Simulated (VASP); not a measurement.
A run of VASP 6.6.1 is set up as follows.

The input INCAR:

```
SYSTEM = SnO
PREC = Accurate
ENCUT = 520
EDIFF = 1E-6
ISMEAR = -1
SIGMA = 0.02
LREAL = .False.
LASPH = .True.
NELM = 100
ALGO = Normal
ISIF = 2
LWAVE = .False.
LCHARG = .False.
GGA = PE
NBANDS = 17
```

Contents of KPOINTS:

```
Automatic mesh
0
Gamma
  8 8 8
  0 0 0
```

POSCAR

```
SnO
1.0
    0.0000000000      2.5369732568      2.5783259209
    2.5369732568      0.0000000000      2.5783259209
    2.5369732568      2.5369732568      0.0000000000
Sn O
1 1
Direct
    0.0000000000      0.0000000000      0.0000000000
    0.5000000000      0.5000000000      0.5000000000
```

Potentials or basis: VASP PAW PBE potentials, release 64 (Sn_d, O).

The run is started by

```sh
$ cat potpaw_PBE.64/Sn_d/POTCAR potpaw_PBE.64/O/POTCAR > POTCAR
$ mpirun -np 1 vasp_std > vasp.out
```

Problem. Predict the band gap on the k mesh.

Solution. 0.83 eV, indirect (least direct gap 0.92 eV).

Problem. Predict the pressure.

Solution. 0.8 GPa.

Stress tensor (GPa, compression positive):
```
 1.17  0.00  0.00
 0.00  1.17  0.00
 0.00  0.00 -0.05
```

Caveat: the cell differs from its parent crystal (uniaxial z strain +1.6%); spin-orbit coupling is left out, which moves the levels of the heavy elements. A k mesh can miss the band edges.
